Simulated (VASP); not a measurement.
Wanted: the native input for a VASP 6.6.1 run.

```yaml
Task: single point
Functional: PBEsol
Potentials_or_basis: VASP PAW PBE potentials, release 64 (Nb_sv, Sb)
Cutoff: 520 eV
k_mesh: 10 × 10 × 6
Occupations: gaussian, width 0.05 eV
Spin: no spin polarisation
Dipole_correction: no
Further_INCAR_settings: ALGO = Normal; EDIFF = 1e-06; NBANDS = 26
```

The structure of NbSb lies in POSCAR:

```
NbSb
1.0
    3.0820515568      0.0000000000      0.0000000000
   -1.5410257784      2.6691349439      0.0000000000
    0.0000000000      0.0000000000      9.9759334423
Nb Sb
2 2
Direct
    0.6666666667      0.3333333333     -0.0496354335
    0.3333333333      0.6666666667      0.4503645665
    0.6666666667      0.3333333333      0.6748354335
    0.3333333333      0.6666666667      0.1748354335
```

The input as run:

INCAR

```
SYSTEM = NbSb
PREC = Accurate ; ENCUT = 520
EDIFF = 1E-6 ; ISMEAR = 0
SIGMA = 0.05 ; LREAL = .FALSE.
LASPH = .TRUE. ; NELM = 100
ALGO = Normal ; ISIF = 2
LWAVE = .FALSE. ; LCHARG = .FALSE.
GGA = PS ; NBANDS = 26
```

KPOINTS

```
regular mesh
0
G
  10 10 6
  0 0 0
```

Potentials or basis: VASP PAW PBE potentials, release 64 (Nb_sv, Sb).

The run is started by

```bash
$ cat potpaw_PBE.64/Nb_sv/POTCAR potpaw_PBE.64/Sb/POTCAR > POTCAR
$ mpirun -np 1 vasp_std > vasp.out
```

Results of the run:

| Item | Value |
| --- | --- |
| Pressure | 5.3 GPa |
| Largest force | 0.023 eV/Å |
| Band gap on the k mesh | zero (bands 18 and 19 overlap by 1.28 eV) |

Caveat: the cell stands under pressure; the PAW data sets were made with another functional, which shifts forces and pressure a little; spin-orbit coupling is left out, which moves the levels of the heavy elements.

It took 86 s on 1 thread of Intel(R) Xeon(R) Platinum 8259CL CPU @ 2.50GHz (Skylake/Cascade Lake) (shared host), peak memory 0.26 GiB.
